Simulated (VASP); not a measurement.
MnS:

```
CELL_PARAMETERS angstrom
1.83000 1.05655 2.97092
-1.83000 1.05655 2.97092
0.00000 -2.11310 2.97092
ATOMIC_POSITIONS crystal
Mn 0.00000 0.00000 0.00000
S 0.50000 0.50000 0.50000
```

Program: VASP 6.6.1. Alike in all runs: task single point; spin collinear, ferromagnetic start; cell as given.

Q: Order these runs on this cell by their pressure, lowest first.
A. level LDA+U; potentials or basis VASP PAW LDA potentials, release 64 (Mn_pv, S); U Mn d U = 5.0 eV; k mesh 9 × 9 × 9; cutoff (eV) 520; smearing fermi-dirac 0.05 eV
B. level LDA+U; potentials or basis VASP PAW LDA potentials, release 64 (Mn_pv, S); U Mn d U = 2.0 eV; k mesh 9 × 9 × 9; cutoff (eV) 520; smearing fermi-dirac 0.05 eV
C. level PBE; potentials or basis VASP PAW PBE potentials, release 64 (Mn_pv, S); k mesh 12 × 12 × 12; cutoff (eV) 500; smearing gaussian 0.05 eV
D. level LDA+U; potentials or basis VASP PAW LDA potentials, release 64 (Mn_pv, S); U Mn d U = 1.0 eV; k mesh 9 × 9 × 9; cutoff (eV) 520; smearing fermi-dirac 0.05 eV

A: D (-7.5 GPa), B (-4.5 GPa), C (-2.3 GPa), A (0.1 GPa).

Caveats: a cell with one magnetic atom can't hold antiferromagnetic order, which such compounds often take; the cell stands under tension (at least some runs).
